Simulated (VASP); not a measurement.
Here is a VASP 6.6.1 calculation.

File INCAR:

```
ALGO = Normal
EDIFF = 1E-7
ENCUT = 520
GGA = PE
ISIF = 2
ISMEAR = 0
LASPH = T
LCHARG = F
LREAL = F
LWAVE = F
NBANDS = 21
NELM = 80
PREC = Accurate
SIGMA = 0.02
```

KPOINTS

```
k-points
0
Gamma
  8 8 8
```

The input POSCAR:

```
NaH
1.0
    0.0000000000      2.4154536897     -2.4154536897
    4.8309073794      0.0000000000      0.0000000000
   -2.4154536897     -4.8309073794     -2.4154536897
Na H
3 3
Direct
    1.0000000000      0.0000000000      1.0000000000
    0.3333333333      0.3333333333      0.6666666667
    0.6666666667      0.6666666667      0.3333333333
    0.0000000000      0.5000000000      0.0000000000
    0.3333333333      0.8333333333      0.6666666667
    0.6666666667      0.1666666667      0.3333333333
```

Potentials or basis: VASP PAW PBE potentials, release 64 (Na_pv, H).

Run with:

```bash
$ cat potpaw_PBE.64/Na_pv/POTCAR potpaw_PBE.64/H/POTCAR > POTCAR
$ mpirun -np 1 vasp_std > vasp.out
```

(1) Predict the band gap on the k mesh.

(2) Predict the pressure.

## Answers

(1) 3.76 eV.

(2) 0.0 GPa.
